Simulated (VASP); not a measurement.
Wanted: the native input for a VASP 6.6.1 run.

* Task: single point
* Functional: r2SCAN
* Potentials or basis: VASP PAW PBE potentials, release 64 (La, Mg)
* Cutoff: 520 eV
* k mesh: 3 × 3 × 3
* Occupations: fermi-dirac, width 0.1 eV
* Spin: no spin polarisation
* Dipole correction: no
* Further INCAR settings: ALGO = Normal; EDIFF = 1e-06; NBANDS = 26

La3Mg:

```
La Mg
1.0
     5.13910    0.00000    0.00000
     0.00000    5.13910    0.00000
     0.00000    0.00000    5.13910
La Mg
3 1
Direct
  0.51374 0.49560 0.00174
  0.50381 0.01755 0.52214
  0.99361 0.48298 0.49645
  0.99799 0.99346 0.97673
```

The input as run:

POSCAR

```
La3Mg
1.0
    5.1390950000      0.0000000000      0.0000000000
    0.0000000000      5.1390950000      0.0000000000
    0.0000000000      0.0000000000      5.1390950000
La Mg
3 1
Direct
    0.5137396556      0.4955987125      0.0017400435
    0.5038108079      0.0175539099      0.5221382835
   -0.0063908778      0.4829818244      0.4964527282
   -0.0020097951     -0.0065406037     -0.0232705899
```

INCAR.step1

```
PREC = Accurate
ENCUT = 520
ISMEAR = -1
SIGMA = 0.1
LREAL = False
LASPH = True
NELM = 100
NBANDS = 26
GGA = PE
ALGO = Normal
EDIFF = 1E-4
LWAVE = True
LCHARG = False
```

INCAR.step2

```
PREC = Accurate
ENCUT = 520
EDIFF = 1E-6
ISMEAR = -1
SIGMA = 0.1
LREAL = False
LASPH = True
NELM = 100
ALGO = Normal
ISIF = 2
LWAVE = False
LCHARG = False
METAGGA = R2SCAN
LMIXTAU = True
NBANDS = 26
ISTART = 1
```

KPOINTS

```
Automatic mesh
0
Gamma
  3 3 3
```

Potentials or basis: VASP PAW PBE potentials, release 64 (La, Mg).

Run with:

```bash
$ cat potpaw_PBE.64/La/POTCAR potpaw_PBE.64/Mg/POTCAR > POTCAR
$ cp INCAR.step1 INCAR
$ mpirun -np 1 vasp_std > vasp.out
$ cp INCAR.step2 INCAR
$ mpirun -np 1 vasp_std > vasp.out
```

It gave:

```json
{
 "Pressure": "0.0 GPa",
 "Largest force": "0.446 eV/Å"
}
```

Caveat: the k points lie up to 0.41 Å⁻¹ apart; the PAW data sets were made with another functional, which shifts forces and pressure a little.

It took 4.2 min on 1 thread of Intel Xeon 6975P-C (shared host), peak memory 0.29 GiB.
